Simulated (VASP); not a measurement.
A run of VASP 6.6.1 is set up as follows.

File INCAR:

```
SYSTEM = Bi
ALGO = Normal
EDIFF = 1E-6
EDIFFG = -0.01
ENCUT = 600
GGA = CA
IBRION = 2
ISIF = 3
ISMEAR = -1
LASPH = .TRUE.
LCHARG = .FALSE.
LREAL = .FALSE.
LWAVE = .FALSE.
NELM = 80
NSW = 80
PREC = Accurate
SIGMA = 0.1
```

KPOINTS

```
k-points
0
G
  10 10 10
  0 0 0
```

File POSCAR:

```
Bi
1.0
    3.2521762864      0.0000000000      0.0000000000
    0.0000000000      3.2521762864      0.0000000000
    0.0000000000      0.0000000000      3.2521762864
Bi
1
Direct
    0.0000000000      0.0000000000      0.0000000000
```

Potentials or basis: VASP PAW LDA potentials, release 64 (Bi_d).

Run with:

```console
$ cat potpaw_LDA.64/Bi_d/POTCAR > POTCAR
$ mpirun -np 1 vasp_std > vasp.out
```

(1) Predict the space group after relaxing (to 0.05 Å).

(2) What does it give for the relaxed volume?

(3) Predict the relaxed cell.

Answers

(1) Pm-3m (No. 221).

(2) 32.71 Å³/atom.

(3) a = 3.198 Å, b = 3.198 Å, c = 3.198 Å, α = 90.00°, β = 90.00°, γ = 90.00°.
